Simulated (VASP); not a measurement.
Runs of VASP 6.6.1 on Zn. The structure is that of space group Pm-3n (No. 223), or close to it. The cells are those of the table. 

| task | cell | k mesh | cutoff (eV) | gap on the mesh (eV) | pressure (GPa) |
| --- | --- | --- | --- | --- | --- |
| relaxation of cell and atoms | relaxed from a = 4.973 Å, 8 atoms | 4 × 4 × 4 | 600 | none | 0.0 |
| single point | a = 4.862 Å, 8 atoms | 4 × 4 × 4 | 520 | none | 0.6 |
| relaxation of cell and atoms | relaxed from a = 4.862 Å, 8 atoms | 8 × 8 × 8 | 600 | none | 0.1 |
| single point | a = 4.858 Å, 8 atoms | 8 × 8 × 8 | 520 | none | (a) |

Alike in all rows: level PBEsol; potentials or basis VASP PAW PBE potentials, release 64 (Zn); no spin polarisation; smearing gaussian 0.1 eV.

Question: Estimate the missing entries.

Answer: (a) 0.3.

Caveats: the PAW data sets were made with another functional, which shifts forces and pressure a little; the relaxation stopped at its first step, so nothing moved (at least some runs).

A gap of «none» marks levels without a gap at the run's occupations.
